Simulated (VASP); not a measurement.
Input of a VASP 6.6.1 run:

INCAR

```
SYSTEM = Pt
PREC     = Accurate       ! precision mode
ENCUT    = 600            ! plane-wave cutoff, eV
EDIFF    = 1E-7           ! SCF threshold, eV
ISMEAR   = 0              ! smearing method
SIGMA    = 0.1            ! smearing width, eV
LREAL    = .False.        ! projectors in reciprocal space
LASPH    = .True.         ! aspherical terms in the spheres
NELM     = 80             ! most SCF steps
ALGO     = Normal         ! electronic algorithm
ISIF     = 3              ! what is computed and relaxed
LWAVE    = .False.        ! write WAVECAR
LCHARG   = .False.        ! write CHGCAR
GGA      = PS             ! functional
IBRION   = 2              ! ionic algorithm
NSW      = 70             ! ionic steps
EDIFFG   = -0.008         ! ionic threshold
PSTRESS  = 400.0
```

KPOINTS

```
regular mesh
0
Gamma
  18 18 18
  0 0 0
```

Contents of POSCAR:

```
Pt
1.0
    0.0000000000      1.8892367075      1.8892367075
    1.8892367075      0.0000000000      1.8892367075
    1.8892367075      1.8892367075      0.0000000000
Pt
1
Direct
    0.0000000000      0.0000000000      0.0000000000
```

Potentials or basis: VASP PAW PBE potentials, release 64 (Pt).

The run is started by

```sh
$ cat potpaw_PBE.64/Pt/POTCAR > POTCAR
$ mpirun -np 1 vasp_std > vasp.out
```

**Question.** Predict the relaxed cell.

**Answer.** a = 2.675 Å, b = 2.675 Å, c = 2.675 Å, α = 60.00°, β = 60.00°, γ = 60.00°.

**Question.** Estimate the space group after relaxing (to 0.05 Å).

**Answer.** Fm-3m (No. 225).

**Question.** Estimate the band gap on the k mesh.

**Answer.** Zero (band 5 reaches 13.95 eV, above the bottom of band 6 at 11.24 eV).

**Question.** What does it give for the relaxed volume?

**Answer.** 13.53 Å³/atom.

Step by step:
```csv
step,energy change (eV),largest force (eV/Å),pressure (GPa),volume (Å³)
1,0.0000,0.0000,41.59,13.49
2,-0.0605,0.0000,32.41,13.75
3,-0.0111,0.0000,40.00,13.53
```

Caveat: the cell is relaxed towards a set pressure, so the enthalpy falls and the energy may rise; the PAW data sets were made with another functional, which shifts forces and pressure a little; spin-orbit coupling is left out, which moves the levels of the heavy elements. Zero-point motion and thermal expansion aren't in these numbers.
